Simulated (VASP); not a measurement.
A run of VASP 6.6.1 is set up as follows.

File INCAR:

```
PREC = Accurate ; ENCUT = 520
EDIFF = 1E-6 ; ISMEAR = 0
SIGMA = 0.1 ; LREAL = False
LASPH = True ; NELM = 60
ALGO = Normal ; ISIF = 2
LWAVE = False ; LCHARG = True
GGA = PE ; LELF = True
LVHAR = True ; NBANDS = 46
```

KPOINTS

```
Automatic mesh
0
Gamma
  6 6 1
```

The input POSCAR:

```
SiSn5
1.0
    3.1707991900      0.0000000000      0.0000000000
   -1.5853995900      2.7459926500      0.0000000000
    0.0000000000      0.0000000000     17.8653885700
Si Sn
1 5
Direct
    0.0000000000      0.0000000000      0.0000000000
    0.0000000000      0.0000000000      0.8333333300
    0.0000000000      0.0000000000      0.1666666700
    0.0000000000      0.0000000000      0.3333333300
    0.0000000000      0.0000000000      0.5000000000
    0.0000000000      0.0000000000      0.6666666700
```

Potentials or basis: VASP PAW PBE potentials, release 64 (Si, Sn_d).

The run is started by

```sh
$ cat potpaw_PBE.64/Si/POTCAR potpaw_PBE.64/Sn_d/POTCAR > POTCAR
$ mpirun -np 1 vasp_std > vasp.out
```

(1) Estimate the band gap on the k mesh.

(2) Predict the largest force.

(3) What does it give for the pressure?

## Answers

(1) zero (bands 37 and 38 overlap by 7.08 eV).

(2) 0.734 eV/Å.

(3) 1.4 GPa.

Caveat: the k points lie up to 0.38 Å⁻¹ apart, too coarse for converged energies and pressures of a metal; spin-orbit coupling is left out, which moves the levels of the heavy elements.
